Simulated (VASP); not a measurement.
Set up this calculation in VASP 6.6.1, as the native input.

```
Task                   : single point
Functional             : PBE
Potentials or basis    : VASP PAW PBE potentials, release 64 (Si, Pd, W_sv)
Cutoff                 : 500 eV
k mesh                 : 4 × 4 × 6
Occupations            : gaussian, width 0.1 eV
Spin                   : no spin polarisation
Dipole correction      : no
Further INCAR settings : ALGO = Normal; EDIFF = 1e-06; NBANDS = 39
```

The structure of Si5PdW2 lies in POSCAR:

```
Si5PdW2
1.0
    3.3412556267     -5.3875461642      0.0000000000
    3.3412556267      5.3875461642      0.0000000000
    0.0000000000      0.0000000000      3.1992404745
Si Pd W
5 1 2
Direct
    0.9174252924      0.6524413358      0.0000000000
    0.3475586642      0.0825747076      0.0000000000
    0.6524413358      0.9174252924      0.0000000000
    0.0825747076      0.3475586642      0.0000000000
    0.5000000000      0.5000000000      0.0000000000
    0.0000000000      0.0000000000      0.5000000000
    0.7327331509      0.2672668491      0.5000000000
    0.2672668491      0.7327331509      0.5000000000
```

The input as run:

INCAR

```
SYSTEM = Si5PdW2
PREC = Accurate
ENCUT = 500
EDIFF = 1E-6
ISMEAR = 0
SIGMA = 0.1
LREAL = .FALSE.
LASPH = .TRUE.
NELM = 120
ALGO = Normal
ISIF = 2
LWAVE = .FALSE.
LCHARG = .FALSE.
GGA = PE
NBANDS = 39
GGA_COMPAT = .FALSE.
```

KPOINTS

```
regular mesh
0
G
  4 4 6
  0 0 0
```

Potentials or basis: VASP PAW PBE potentials, release 64 (Si, Pd, W_sv).

The run is started by

```sh
$ cat potpaw_PBE.64/Si/POTCAR potpaw_PBE.64/Pd/POTCAR potpaw_PBE.64/W_sv/POTCAR > POTCAR
$ mpirun -np 1 vasp_std > vasp.out
```

It gave:

The pressure is -0.2 GPa and the largest force is 0.235 eV/Å. The band gap on the k mesh is zero (bands 29 and 30 overlap by 0.95 eV).

Caveat: spin-orbit coupling is left out, which moves the levels of the heavy elements.

Run time: 59 s on 1 thread of Intel(R) Xeon(R) 6975P-C (Granite Rapids), on a shared host, peak memory 0.28 GiB.
